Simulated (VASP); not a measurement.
Crystal: Ge.

```
Ge
1.0
     2.80510    0.00000    0.00000
    -1.40255    2.42929    0.00000
     0.00000    0.00000    2.75509
Ge
1
Direct
  0.00000 0.00000 0.00000
```

| Quantity | Value |
| --- | --- |
| Program | VASP 6.6.1 |
| Task | relaxation of cell and atoms |
| Functional | PBEsol |
| Potentials or basis | VASP PAW PBE potentials, release 64 (Ge_d) |
| Cutoff | 600 eV |
| k mesh | 9 × 9 × 6 |
| Occupations | gaussian, width 0.1 eV |
| Spin | no spin polarisation |

At the start: pressure -1.6 GPa; volume 18.77 Å³/atom.

Task: How do energy, volume and symmetry change on relaxing?

Result: Over 6 steps the energy falls by 28.8 meV/atom and the volume is 18.08 Å³/atom (-3.7 %); space group P6/mmm (No. 191, to 0.05 Å).

The path:
| step | energy change (eV) | largest force (eV/Å) | pressure (GPa) | volume (Å³) |
| --- | --- | --- | --- | --- |
| 1 | 0.0000 | 0.0000 | -1.56 | 18.77 |
| 2 | -0.0282 | 0.0000 | -0.83 | 18.26 |
| 3 | -0.0283 | 0.0000 | -0.89 | 18.28 |
| 4 | -0.0283 | 0.0000 | -0.86 | 18.27 |
| 5 | -0.0287 | 0.0000 | 0.39 | 17.99 |
| 6 | -0.0288 | 0.0000 | 0.03 | 18.08 |

Final structure:
```
CELL_PARAMETERS angstrom
2.82657 0.00000 0.00000
-1.41329 2.44789 0.00000
0.00000 0.00000 2.61341
ATOMIC_POSITIONS crystal
Ge 0.00000 0.00000 0.00000
```

Caveat: the k points lie up to 0.40 Å⁻¹ apart in the final cell; the PAW data sets were made with another functional, which shifts forces and pressure a little.
